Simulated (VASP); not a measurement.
TiC: single point with LDA

Crystal: TiC.

```
Ti C
1.0
     0.00000    2.13645    2.13645
     2.13645    0.00000    2.13645
     2.13645    2.13645    0.00000
Ti C
1 1
Direct
  0.00000 0.00000 0.00000
  0.50000 0.50000 0.50000
```

```
Program             : VASP 6.6.1
Task                : single point
Functional          : LDA
Potentials or basis : VASP PAW LDA potentials, release 64 (Ti_sv, C)
Cutoff              : 520 eV
k mesh              : 11 × 11 × 11
Occupations         : fermi-dirac, width 0.05 eV
Spin                : no spin polarisation
```

```yaml
Pressure: -1.6 GPa
Band_gap_on_the_k_mesh: zero (band 8 reaches 10.37 eV, above the bottom of band 9 at 9.31 eV)
```

Levels at points of the mesh, in eV from the Fermi level:
| k point | band 5 | band 6 | band 7 | band 8 | band 9 | band 10 | band 11 | band 12 |
| --- | --- | --- | --- | --- | --- | --- | --- | --- |
| (0.00, 0.00, 0.00) | -12.45 | 0.59 | 0.59 | 0.59 | 1.68 | 1.68 | 1.68 | 1.74 |

Run time: 7.8 s on 1 thread of Intel(R) Xeon(R) Platinum 8488C (Sapphire Rapids) (shared host), peak memory 0.13 GiB.
